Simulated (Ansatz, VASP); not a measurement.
SnSe in VASP and in Ansatz

Contents of INCAR:

```
PREC     = Accurate       # precision mode
ENCUT    = 520            # plane-wave cutoff, eV
EDIFF    = 1E-7           # SCF threshold, eV
ISMEAR   = 0              # smearing method
SIGMA    = 0.05           # smearing width, eV
LREAL    = False          # projectors in reciprocal space
LASPH    = True           # aspherical terms in the spheres
NELM     = 60             # most SCF steps
ALGO     = Normal         # electronic algorithm
ISIF     = 2              # what is computed and relaxed
LWAVE    = False          # write WAVECAR
LCHARG   = False          # write CHGCAR
NBANDS   = 28             # bands
```

Contents of KPOINTS:

```
Automatic mesh
0
Gamma
  6 6 4
```

POSCAR

```
SnSe
1.0
    4.1996208707      0.0000000000      0.0000000000
    0.0000000000      4.1996208707      0.0000000000
    0.0000000000      0.0000000000     10.9906921300
Sn Se
2 2
Direct
    0.5000000000      0.0000000000      0.3722291100
    0.0000000000      0.5000000000      0.6277708900
    0.5000000000      0.0000000000      0.6160394900
    0.0000000000      0.5000000000      0.3839605100
```

Input for Ansatz:

```yaml
crystal:
  lattice:
    - [4.1996208707, 0.0, 0.0]
    - [0.0, 4.1996208707, 0.0]
    - [0.0, 0.0, 10.99069213]
  atoms:
    - { symbol: Sn, position: [0.5, 0.0, 0.37222911] }
    - { symbol: Sn, position: [0.0, 0.5, 0.62777089] }
    - { symbol: Se, position: [0.5, 0.0, 0.61603949] }
    - { symbol: Se, position: [0.0, 0.5, 0.38396051] }
basis:
  ecutwfc: 420
kpoints:
  mp_grid: { grid: [6, 6, 4] }
hamiltonian:
  xc: lda
scf:
  occupations: { method: gaussian, width: 0.05 }
output:
  forces: true
  stress: true
  eigenvalues: true
  write_density: true
  write_potential: true
  elf: true
  volumetric_format: npy
```

Change from the starting cell: strain -0.0200 x Voigt [1, 1, 0, 0, 0, 0], atoms carried along.

Alike in both runs: task single point; functional LDA; k mesh 6 × 6 × 4; occupations gaussian, width 0.05 eV; no spin polarisation.

```csv
,VASP,Ansatz
version,VASP 6.6.1,Ansatz 0.2.0
potentials or method,"VASP PAW LDA potentials, release 64 (Sn_d, Se), cutoff 520 eV","scalar-relativistic, plane waves, PAW"
valence electrons in the cell,40,60
```

|  | VASP | Ansatz | Ansatz less VASP |
| --- | --- | --- | --- |
| gap on the k mesh at the Fermi level (eV) | 1.30 | 1.32 | +0.017 |
| least direct gap on the mesh (eV) | 1.46 | 1.48 | +0.015 |
| rms of the force components (eV/Å) | 0.046 | 0.054 | +0.0080 |

LDA's correlation is that of Perdew and Zunger in VASP and of Perdew and Wang (1992) in Ansatz. Atom by atom the forces differ by 0.013 eV/Å (rms over components). VASP's potentials hold 40 valence electrons a cell and Ansatz's 60, so a difference there can come from the potentials and not from the codes.
